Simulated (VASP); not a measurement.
# TiAl (P-6m2) in VASP: further runs

TiAl is run at these levels: PBEsol; tasks: single point.

Everything below comes from runs of VASP 6.6.1. Logs are shortened: lines on timing, memory, paths and dates and some standing lists are left out, and cuts for length are marked.

## 1. The cell of the first run

It takes space group P-6m2 (No. 187, hexagonal). The conventional cell has a = 2.962 Å, b = 2.962 Å, c = 4.620 Å, α = 90.00°, β = 90.00°, γ = 120.00°. Within 3.8 Å of Ti (site symmetry -6m2) lie 6 Al at 2.87 Å and 6 Ti at 2.96 Å. Within 3.8 Å of Al (site symmetry -6m2) lie 6 Ti at 2.87 Å and 6 Al at 2.96 Å.

## 2. Single point, PBEsol (strain +0.040 along x and y, +0.000 along z)

INCAR

```
PREC = Accurate ; ENCUT = 520
EDIFF = 1E-6 ; ISMEAR = 0
SIGMA = 0.15 ; LREAL = F
LASPH = T ; NELM = 100
ALGO = Fast ; ISIF = 2
LWAVE = F ; LCHARG = T
GGA = PS ; LELF = T
LVHAR = T ; NBANDS = 14
```

KPOINTS

```
regular mesh
0
Gamma
  24 24 14
```

POSCAR

```
TiAl
1.0
    2.9617341361      0.0000000000      0.0000000000
   -1.4808670680      2.5649370011      0.0000000000
    0.0000000000      0.0000000000      4.6199447394
Ti Al
1 1
Direct
    0.0000000000      0.0000000000      0.0000000000
    0.3333333333      0.6666666667      0.5000000000
```

Potentials or basis: VASP PAW PBE potentials, release 64 (Ti_sv, Al).

Command:

```sh
cat potpaw_PBE.64/Ti_sv/POTCAR potpaw_PBE.64/Al/POTCAR > POTCAR
mpirun -np 1 vasp_std > vasp.out
```

OUTCAR:

```text
PREC = Accurate
   ENCUT = 520
   EDIFF = 1E-6
   ISMEAR = 0
   LREAL = F
   LASPH = T
   NELM = 100
   ISIF = 2
   GGA = PS

 ion  position               nearest neighbor table
   1  0.000  0.000  0.000-   2 2.87   2 2.87   2 2.87   2 2.87   2 2.87   2 2.87
   2  0.333  0.667  0.500-   1 2.87   1 2.87   1 2.87   1 2.87   1 2.87   1 2.87

  LATTYP: Found a hexagonal cell.
 ALAT       =     2.9617341361
 C/A-ratio  =     1.5598782764

  Lattice vectors:

 A1 = (   2.9617341361,   0.0000000000,   0.0000000000)
 A2 = (  -1.4808670680,   2.5649370011,   0.0000000000)
 A3 = (   0.0000000000,   0.0000000000,   4.6199447394)

Analysis of symmetry for initial positions (statically):
=====================================================================
 Subroutine PRICEL returns:
 Original cell was already a primitive cell.

 Routine SETGRP: Setting up the symmetry group for a
 hexagonal supercell.

 Subroutine GETGRP returns: Found 12 space group operations
 (whereof 12 operations were pure point group operations)
 out of a pool of 24 trial point group operations.

The static configuration has the point symmetry D_3h.

Analysis of symmetry for dynamics (positions and initial velocities):
=====================================================================
 Subroutine PRICEL returns:
 Original cell was already a primitive cell.

 Routine SETGRP: Setting up the symmetry group for a
 hexagonal supercell.

 Subroutine GETGRP returns: Found 12 space group operations
 (whereof 12 operations were pure point group operations)
 out of a pool of 24 trial point group operations.

The dynamic configuration has the point symmetry D_3h.

 Subroutine INISYM returns: Found 12 space group operations
 (whereof 12 operations are pure point group operations),
 and found     1 'primitive' translations

----------------------------------------------------------------------------------------

                                     Primitive cell

  volume of cell :      35.0962

  direct lattice vectors                    reciprocal lattice vectors
     2.961734136  0.000000000  0.000000000     0.337640029  0.194936562  0.000000000
    -1.480867068  2.564937001  0.000000000     0.000000000  0.389873123  0.000000000
     0.000000000  0.000000000  4.619944739     0.000000000  0.000000000  0.216452805

  length of vectors
     2.961734136  2.961734136  4.619944739     0.389873123  0.389873123  0.216452805

  position of ions in fractional coordinates (direct lattice)
     0.000000000  0.000000000  0.000000000
     0.333333333  0.666666667  0.500000000

  ion indices of the primitive-cell ions
   primitive index   ion index
                 1           1
                 2           2

----------------------------------------------------------------------------------------

 KPOINTS: regular mesh

Automatic generation of k-mesh.
 Grid dimensions read from file:
 generate k-points for:   24   24   14

 Generating k-lattice:

  Cartesian coordinates                     Fractional coordinates (reciprocal lattice)
     0.014068335  0.008122357  0.000000000     0.041666667  0.000000000  0.000000000
     0.000000000  0.016244713  0.000000000     0.000000000  0.041666667  0.000000000
     0.000000000  0.000000000  0.015460915     0.000000000  0.000000000  0.071428571

  Length of vectors
     0.016244713  0.016244713  0.015460915

  Shift w.r.t. Gamma in fractional coordinates (k-lattice)
     0.000000000  0.000000000  0.000000000

 Subroutine IBZKPT returns following result:
 ===========================================

 Found    488 irreducible k-points:

 Following reciprocal coordinates:
            Coordinates               Weight
  0.000000  0.000000  0.000000      1.000000
  0.041667  0.000000  0.000000      6.000000
  0.083333  0.000000  0.000000      6.000000
  0.125000  0.000000  0.000000      6.000000
  0.166667  0.000000  0.000000      6.000000
  0.208333  0.000000  0.000000      6.000000
[... 16 lines left out ...]
  0.416667  0.041667  0.000000     12.000000
  0.458333  0.041667  0.000000     12.000000
 [... further k-points ...]
   k-points           NKPTS =    488   k-points in BZ     NKDIM =    488   number of bands    NBANDS=     14
   number of dos      NEDOS =    301   number of ions     NIONS =      2
   total plane-waves  NPLWV =  20736
   dimension x,y,z NGX =    24 NGY =   24 NGZ =   36
   dimension x,y,z NGXF=    48 NGYF=   48 NGZF=   72
   ions per type =               1   1
   NGX,Y,Z   is equivalent  to a cutoff of  13.47, 13.47, 12.95 a.u.
   NGXF,Y,Z  is equivalent  to a cutoff of  26.94, 26.94, 25.91 a.u.
 SYSTEM =  unknown system
   PREC   = accura    normal or accurate (medium, high low for compatibility)
   ISTART =      0    job   : 0-new  1-cont  2-samecut
   ICHARG =      2    charge: 1-file 2-atom 10-const
   ISPIN  =      1    spin polarized calculation?
   LNONCOLLINEAR =      F non collinear calculations
   LSORBIT =      F    spin-orbit coupling
   LASPH  =      T    aspherical Exc in radial PAW
   ENCUT  =  520.0 eV  38.22 Ry    6.18 a.u.   5.51  5.51  8.59*2*pi/ulx,y,z
   NELM   =    100;   NELMIN=  2; NELMDL= -5     # of ELM steps
   EDIFF  = 0.1E-05   stopping-criterion for ELM
   LREAL  =      F    real-space projection
   EDIFFG = 0.1E-04   stopping-criterion for IOM
   NSW    =      0    number of steps for IOM
   IBRION =     -1    ionic relax: 0-MD 1-quasi-New 2-CG
   NFREE  =      0    steps in history (QN), initial steepest desc. (CG)
   ISIF   =      2    stress and relaxation
   ISYM   =      2    0-nonsym 1-usesym 2-fastsym
   POTIM  = 0.5000    time-step for ionic-motion
   TEBEG  =    0.0;   TEEND  =   0.0 temperature during run
   PSTRESS=    0.0 pullay stress
   NELECT =      15.0000    total number of electrons
   NUPDOWN=      -1.0000    fix difference up-down
   EMIN   =  10.00;   EMAX   =-10.00  energy-range for DOS
   EFERMI =   0.00;   METHOD = LEGACY
   ISMEAR =     0;   SIGMA  =   0.15  broadening in eV -4-tet -1-fermi 0-gaus
   EFERMI_NEDOS =   21; number of points for ismear=-14 and -15
   IALGO  =     68    algorithm
   IMIX   =      4    mixing-type and parameters
     AMIX     =   0.40;   BMIX     =  1.00
     AMIX_MAG =   1.60;   BMIX_MAG =  1.00
  volume/ion in A,a.u.               =      17.55       118.42
  Fermi-wavevector in a.u.,A,eV,Ry     =   1.233158  2.330331 20.690090  1.520679
  Thomas-Fermi vector in A             =   2.367899
   LORBIT       =      0    0 simple, 1 ext, 2 COOP (PROOUT), +10 PAW based schemes
   GGA     = PS    functional components
   LHFCALC =     F    Hartree Fock is set to
   AEXX    =    0.0000 exact exchange contribution
   IVDW    =     0    specifies the selected vdW correction
   LEPSILON=     F    determine dielectric tensor
   LRPA    =     F    only Hartree local field effects (RPA)
 non-spin polarized calculation
 RMM-DIIS sequential band-by-band and
 Gauss-broadening in eV      SIGMA  =   0.15
  energy-cutoff  :      520.00
  volume of cell :       35.10
 maximum number of plane-waves:       974
 NGX is ok and might be reduce to    24
   NGX = 11   NGY = 11   NGZ = 17

 number of electron      15.0000005 magnetization

 Free energy of the ion-electron system (eV)
  ---------------------------------------------------
  ext. energy  EPLUGINS =         0.00000000
  ---------------------------------------------------
  free energy    TOTEN  =       -12.87553905 eV

  energy without entropy =      -12.84281792  energy(sigma->0) =      -12.85917849

 E-fermi :   7.2199     XC(G=0): -10.8128

 val. band max:        7.2187410830   @ k =   0.3333   0.3333   0.5000
 cond. band min:       7.2200943992   @ k =   0.3333   0.3333   0.4286
 fundamental gap:      0.0013533162
 Fermi energy:         7.2198677890

 k-point     1 :       0.0000    0.0000    0.0000
  band No.  band energies     occupation
      1     -49.2121      2.00000
      2     -25.6241      2.00000
      3     -25.2881      2.00000
      4     -25.2881      2.00000
      5      -1.3575      2.00000
      6       5.1612      2.00000
      7       5.7822      2.00000
      8       8.3934      0.00000
      9       8.3934      0.00000
     10       9.6763      0.00000
     11       9.6763      0.00000
     12      11.3525      0.00000
     13      19.1662      0.00000
     14      19.1662      0.00000

 k-point     2 :       0.0417    0.0000    0.0000
  band No.  band energies     occupation
      1     -49.2109      2.00000
      2     -25.6230      2.00000
      3     -25.2956      2.00000
      4     -25.2899      2.00000
      5      -1.3169      2.00000
      6       5.2031      2.00000
      7       5.7831      2.00000
      8       8.3550      0.00000
      9       8.4247      0.00000
     10       9.6655      0.00000
     11       9.6938      0.00000
     12      11.3594      0.00000
     13      18.3923      0.00000
     14      18.6839      0.00000

 k-point     3 :       0.0833    0.0000    0.0000
  band No.  band energies     occupation
      1     -49.2077      2.00000
      2     -25.6196      2.00000
      3     -25.3175      2.00000
      4     -25.2949      2.00000
      5      -1.1956      2.00000
      6       5.3262      2.00000
      7       5.7856      2.00000
      8       8.2451      0.00000
      9       8.5175      0.00000
     10       9.6339      0.00000
     11       9.7462      0.00000
     12      11.3792      0.00000
     13      17.1527      0.00000
     14      18.0118      0.00000
[... 324 lines left out ...]
 k-point    23 :       0.4167    0.0417    0.0000
  band No.  band energies     occupation
      1     -49.1489      2.00000
      2     -25.6974      2.00000
      3     -25.5585      2.00000
      4     -25.3885      2.00000
      5       2.7925      2.00000
      6       5.1875      2.00000
      7       5.8625      2.00000
      8       6.4766      2.00000
      9       9.0265      0.00000
     10      10.5175      0.00000
     11      11.0287      0.00000
     12      11.3891      0.00000
     13      12.4509      0.00000
     14      14.0599      0.00000

 k-point    24 :       0.4583    0.0417    0.0000
  band No.  band energies     occupation
      1     -49.1467      2.00000
      2     -25.7112      2.00000
      3     -25.5562      2.00000
      4     -25.3919      2.00000
      5       3.4473      2.00000
      6       4.5304      2.00000
      7       5.8668      2.00000
      8       6.4109      2.00000
      9       9.0042      0.00000
     10      10.6446      0.00000
     11      11.0976      0.00000
     12      11.5098      0.00000
     13      12.5916      0.00000
     14      13.9741      0.00000

 [... further k-points ...]
[... 5 lines left out ...]
  --------------------------------------------------------------------------------------
  -------------------------------------------------------------------------------------
  Total       -1.7573211     -1.7573211     -1.0907321     -0.0000000      0.0000000      0.0000000
  in kB      -80.2236020    -80.2236020    -49.7930968     -0.0000000      0.0000000      0.0000000
  external PRESSURE =     -70.0801003 kB  Pullay stress =       0.0000000 kB

 VOLUME and BASIS-vectors are now :
 -----------------------------------------------------------------------------
  energy-cutoff  :      520.00
  volume of cell :       35.10
      direct lattice vectors                 reciprocal lattice vectors
     2.961734136  0.000000000  0.000000000     0.337640029  0.194936562  0.000000000
    -1.480867068  2.564937001  0.000000000     0.000000000  0.389873123  0.000000000
     0.000000000  0.000000000  4.619944739     0.000000000  0.000000000  0.216452805

 POSITION                                       TOTAL-FORCE (eV/Angst)
 -----------------------------------------------------------------------------------
      0.00000      0.00000      0.00000        -0.000000      0.000000      0.000000
     -0.00000      1.70996      2.30997         0.000000      0.000000      0.000000
 -----------------------------------------------------------------------------------
    total drift:                                0.000000     -0.000000      0.000000

  FREE ENERGIE OF THE ION-ELECTRON SYSTEM (eV)
  ---------------------------------------------------
  free  energy   TOTEN  =       -12.8755390485 eV

  energy  without entropy=      -12.8428179247  energy(sigma->0) =      -12.85917849
```

Wall time 13 min (1 thread of Intel Xeon 8259CL, shared host); peak memory 0.36 GiB.

What came out:

```yaml
Free_energy: -12.8755 eV
Pressure: -7.0 GPa
Band_gap_on_the_k_mesh: zero (an odd number of electrons rules out a gap without spin polarisation)
```

Caveat: the cell differs from its parent crystal (strain +0.040 along x and y, +0.000 along z); the cell stands under tension; the PAW data sets were made with another functional, which shifts forces and pressure a little.

## 3. Single point, PBEsol (strain +0.080 along x and y, -0.040 along z)

INCAR

```
PREC = Accurate
ENCUT = 520
EDIFF = 1E-7
ISMEAR = 0
SIGMA = 0.15
LREAL = F
LASPH = T
NELM = 100
ALGO = Fast
ISIF = 2
LWAVE = F
LCHARG = F
GGA = PS
NBANDS = 14
```

KPOINTS is that of step 2.

POSCAR

```
TiAl
1.0
    3.0756469875      0.0000000000      0.0000000000
   -1.5378234937      2.6635884242      0.0000000000
    0.0000000000      0.0000000000      4.4351469498
Ti Al
1 1
Direct
    0.0000000000      0.0000000000      0.0000000000
    0.3333333333      0.6666666667      0.5000000000
```

Potentials or basis: VASP PAW PBE potentials, release 64 (Ti_sv, Al).

Command:

```sh
cat potpaw_PBE.64/Ti_sv/POTCAR potpaw_PBE.64/Al/POTCAR > POTCAR
mpirun -np 1 vasp_std > vasp.out
```

It took 16 min on 1 thread of Intel Xeon 8259CL, shared host; peak memory 0.37 GiB.

It converged, with:

| Property | Result |
| --- | --- |
| Free energy | -12.7398 eV |
| Pressure | -8.5 GPa |
| Band gap on the k mesh | zero (an odd number of electrons rules out a gap without spin polarisation) |

Stress tensor (GPa, compression positive):
```
-11.74   0.00   0.00
  0.00 -11.74   0.00
  0.00   0.00  -2.15
```

Levels at points of the mesh, in eV from the Fermi level:
```tsv
k point	band 5	band 6	band 7	band 8	band 9	band 10	band 11	band 12
(0.00, 0.00, 0.00)	-8.30	-1.73	-0.79	1.04	1.04	2.13	2.13	4.79
(0.50, 0.00, 0.00)	-3.74	-2.99	-1.22	-0.71	1.60	3.14	3.76	4.51
(0.00, 0.00, 0.50)	-7.15	-4.84	0.20	1.07	1.07	1.97	1.97	8.39
(0.50, 0.00, 0.50)	-3.62	-2.14	-1.67	0.24	1.06	1.23	3.14	3.41
```

Caveat: the cell differs from its parent crystal (strain +0.080 along x and y, -0.040 along z); the stress differs along the axes, from -12 to -2 GPa; the PAW data sets were made with another functional, which shifts forces and pressure a little.

## 4. Single point, PBEsol (strain +0.040 along x and y, +0.040 along z)

INCAR, as its differences from that of step 3:

```diff
@@ -7,3 +7,3 @@
 LASPH = T
-NELM = 100
+NELM = 80
 ALGO = Fast
```

KPOINTS

```
Automatic mesh
0
Gamma
  24 24 14
```

POSCAR

```
TiAl
1.0
    2.9617341361      0.0000000000      0.0000000000
   -1.4808670680      2.5649370011      0.0000000000
    0.0000000000      0.0000000000      4.8047425290
Ti Al
1 1
Direct
    0.0000000000      0.0000000000      0.0000000000
    0.3333333333      0.6666666667      0.5000000000
```

Command:

```sh
cat potpaw_PBE.64/Ti_sv/POTCAR potpaw_PBE.64/Al/POTCAR > POTCAR
mpirun -np 1 vasp_std > vasp.out
```

Wall time 17 min (1 thread of Intel Xeon 8259CL, shared host); peak memory 0.37 GiB.

Results (log left out):

| Property | Result |
| --- | --- |
| Free energy | -12.8013 eV |
| Pressure | -10.5 GPa |
| Band gap on the k mesh | zero (an odd number of electrons rules out a gap without spin polarisation) |

Stress tensor (GPa, compression positive):
```
 -9.91   0.00   0.00
  0.00  -9.91   0.00
  0.00   0.00 -11.68
```

Levels at points of the mesh, in eV from the Fermi level:
```
           k point  band 5  band 6  band 7  band 8  band 9  band 10  band 11  band 12
(0.00, 0.00, 0.00)   -8.47   -2.18   -1.72    1.16    1.16     2.44     2.44     3.51
(0.50, 0.00, 0.00)   -3.49   -2.78   -1.33   -0.85    1.87     3.50     3.63     3.93
(0.00, 0.00, 0.50)   -7.65   -5.04   -0.35    1.17    1.17     2.38     2.38     6.53
(0.50, 0.00, 0.50)   -3.43   -2.30   -1.67    0.39    0.89     1.69     2.62     3.50
```

Caveat: the cell differs from its parent crystal (strain +0.040 along x and y, +0.040 along z); the cell stands under tension; the PAW data sets were made with another functional, which shifts forces and pressure a little.

## 5. Single point, PBEsol (strain +0.080 along x and y, +0.000 along z)

INCAR

```
SYSTEM = TiAl
PREC = Accurate
ENCUT = 520
EDIFF = 1E-7
ISMEAR = 0
SIGMA = 0.15
LREAL = .False.
LASPH = .True.
NELM = 80
ALGO = Fast
ISIF = 2
LWAVE = .False.
LCHARG = .False.
GGA = PS
NBANDS = 14
```

KPOINTS

```
Automatic mesh
0
Gamma
  24 24 14
  0 0 0
```

POSCAR

```
TiAl
1.0
    3.0756469875      0.0000000000      0.0000000000
   -1.5378234937      2.6635884242      0.0000000000
    0.0000000000      0.0000000000      4.6199447394
Ti Al
1 1
Direct
    0.0000000000      0.0000000000      0.0000000000
    0.3333333333      0.6666666667      0.5000000000
```

Command:

```sh
cat potpaw_PBE.64/Ti_sv/POTCAR potpaw_PBE.64/Al/POTCAR > POTCAR
mpirun -np 1 vasp_std > vasp.out
```

Run time: 16 min. Hardware: 1 thread of Intel Xeon 8259CL, shared host; peak memory 0.38 GiB.

It converged, with:

| Property | Result |
| --- | --- |
| Free energy | -12.6865 eV |
| Pressure | -12.0 GPa |
| Band gap on the k mesh | zero (an odd number of electrons rules out a gap without spin polarisation) |

Stress tensor (GPa, compression positive):
```
-13.56   0.00   0.00
  0.00 -13.56   0.00
  0.00   0.00  -8.89
```

Levels at points of the mesh, in eV from the Fermi level:
| k point | band 4 | band 5 | band 6 | band 7 | band 8 | band 9 | band 10 | band 11 | band 12 | band 13 |
| --- | --- | --- | --- | --- | --- | --- | --- | --- | --- | --- |
| (0.00, 0.00, 0.00) | -32.77 | -8.18 | -1.83 | -1.13 | 1.04 | 1.04 | 2.12 | 2.12 | 4.11 | 10.80 |
| (0.50, 0.00, 0.00) | -32.84 | -3.58 | -2.88 | -1.20 | -0.70 | 1.61 | 3.09 | 3.55 | 4.17 | 5.10 |
| (0.00, 0.00, 0.50) | -32.77 | -7.19 | -4.82 | 0.02 | 1.06 | 1.06 | 2.01 | 2.01 | 7.61 | 10.88 |
| (0.50, 0.00, 0.50) | -32.84 | -3.48 | -2.16 | -1.60 | 0.24 | 0.94 | 1.33 | 2.97 | 3.09 | 5.37 |

Caveat: the cell differs from its parent crystal (strain +0.080 along x and y, +0.000 along z); the cell stands under tension; the PAW data sets were made with another functional, which shifts forces and pressure a little.

## 6. The runs side by side

```csv
cell,further INCAR settings,gap on the mesh (eV),pressure (GPa)
"a = 2.962, b = 2.962, c = 4.620 Å, angles 90.0, 90.0, 120.0°, 2 atoms",ALGO = Fast; EDIFF = 1e-06; NBANDS = 14,none,-7.0
"a = 3.076, b = 3.076, c = 4.435 Å, angles 90.0, 90.0, 120.0°, 2 atoms",ALGO = Fast; EDIFF = 1e-07; NBANDS = 14,none,-8.5
"a = 2.962, b = 2.962, c = 4.805 Å, angles 90.0, 90.0, 120.0°, 2 atoms",ALGO = Fast; EDIFF = 1e-07; NBANDS = 14,none,-10.5
"a = 3.076, b = 3.076, c = 4.620 Å, angles 90.0, 90.0, 120.0°, 2 atoms",ALGO = Fast; EDIFF = 1e-07; NBANDS = 14,none,-12.0
```

Alike in all rows: task single point; level PBEsol; potentials or basis VASP PAW PBE potentials, release 64 (Ti_sv, Al); no spin polarisation; k mesh 24 × 24 × 14; cutoff (eV) 520; smearing gaussian 0.15 eV.

Caveats: the PAW data sets were made with another functional, which shifts forces and pressure a little; the cell stands under tension (at least some runs); the stress differs along the axes, from -12 to -2 GPa (at least some runs).

Absolute energies hang on the potentials; compare differences alone.
